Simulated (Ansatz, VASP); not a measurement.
# Two plane-wave programs on AlN

```xyz
4
Lattice="3.2620 0.0000 0.0000 -1.6310 2.8250 0.0000 0.0000 0.0000 4.2655" Properties=species:S:1:pos:R:3 pbc="T T T"
Al    0.0000    1.8833    3.1991
Al    1.6310    0.9417    1.0664
N     0.0000    1.8833    1.0664
N     1.6310    0.9417    3.1991
```

Alike in both runs: task single point; functional PBEsol; k mesh 9 × 9 × 6; occupations gaussian, width 0.05 eV; no spin polarisation.

```csv
,VASP,Ansatz
version,VASP 6.6.1,Ansatz 0.2.0
potentials or method,"VASP PAW PBE potentials, release 64 (Al, N), cutoff 520 eV","scalar-relativistic, plane waves, PAW"
valence electrons in the cell,16,16
```

|  | VASP | Ansatz | Ansatz less VASP |
| --- | --- | --- | --- |
| gap on the k mesh at the Fermi level (eV) | 3.20 | 3.18 | -0.014 |
| least direct gap on the mesh (eV) | 3.20 | 3.18 | -0.014 |
| pressure (GPa) | 0.4 | 0.4 | +0.05 |
| traceless stress, the component that is largest in VASP (GPa) | -5.26 | -5.19 | +0.070 |

VASP's potentials were made for PBE, not for PBEsol.
